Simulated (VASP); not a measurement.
Set up this calculation in VASP 6.6.1, as the native input.

- Task: single point
- Functional: HSE06
- Potentials or basis: VASP PAW PBE potentials, release 64 (Cd, Te)
- Cutoff: 520 eV
- k mesh: 6 × 6 × 6
- Occupations: gaussian, width 0.02 eV
- Spin: no spin polarisation
- Dipole correction: no
- Grid for exact exchange (PRECFOCK): Normal
- Further INCAR settings: ALGO = Normal; EDIFF = 1e-06; NBANDS = 16
- Screening parameter: 0.2079 1/Å

Crystal: CdTe (hsec).

```
CELL_PARAMETERS angstrom
0.00000 3.18045 3.18045
3.18045 0.00000 3.18045
3.18045 3.18045 0.00000
ATOMIC_POSITIONS crystal
Cd 0.00000 0.00000 0.00000
Te 0.25000 0.25000 0.25000
```

This cell differs from its parent crystal: volume scaled by 0.91.

The input as run:

POSCAR

```
CdTe
1.0
    0.0000000000      3.1804491718      3.1804491718
    3.1804491718      0.0000000000      3.1804491718
    3.1804491718      3.1804491718      0.0000000000
Cd Te
1 1
Direct
    0.0000000000      0.0000000000      0.0000000000
    0.2500000000      0.2500000000      0.2500000000
```

INCAR.step1

```
ALGO = Normal
EDIFF = 1E-5
ENCUT = 520
GGA = PE
ISIF = 2
ISMEAR = 0
LASPH = True
LCHARG = False
LREAL = False
LWAVE = True
NBANDS = 16
NELM = 100
PREC = Accurate
SIGMA = 0.02
```

INCAR.step2

```
ALGO = Normal
EDIFF = 1E-6
ENCUT = 520
GGA = PE
HFSCREEN = 0.2079
ISIF = 2
ISMEAR = 0
ISTART = 1
LASPH = True
LCHARG = False
LHFCALC = True
LREAL = False
LWAVE = False
NBANDS = 16
NELM = 100
PREC = Accurate
PRECFOCK = Normal
SIGMA = 0.02
```

KPOINTS

```
k-points
0
Gamma
  6 6 6
```

Potentials or basis: VASP PAW PBE potentials, release 64 (Cd, Te).

Launch:

```console
$ cat potpaw_PBE.64/Cd/POTCAR potpaw_PBE.64/Te/POTCAR > POTCAR
$ cp INCAR.step1 INCAR
$ mpirun -np 1 vasp_std > vasp.out
$ cp INCAR.step2 INCAR
$ mpirun -np 1 vasp_std > vasp.out
```

It gave:

The pressure is 4.6 GPa. The band gap on the k mesh is 1.73 eV, direct.

Caveat: the PAW data sets were made with another functional, which shifts forces and pressure a little; spin-orbit coupling is left out, which moves the levels of the heavy elements.

Wall time 31 min on 1 thread of Intel(R) Xeon(R) 6975P-C (Granite Rapids) (shared host), peak memory 0.33 GiB.
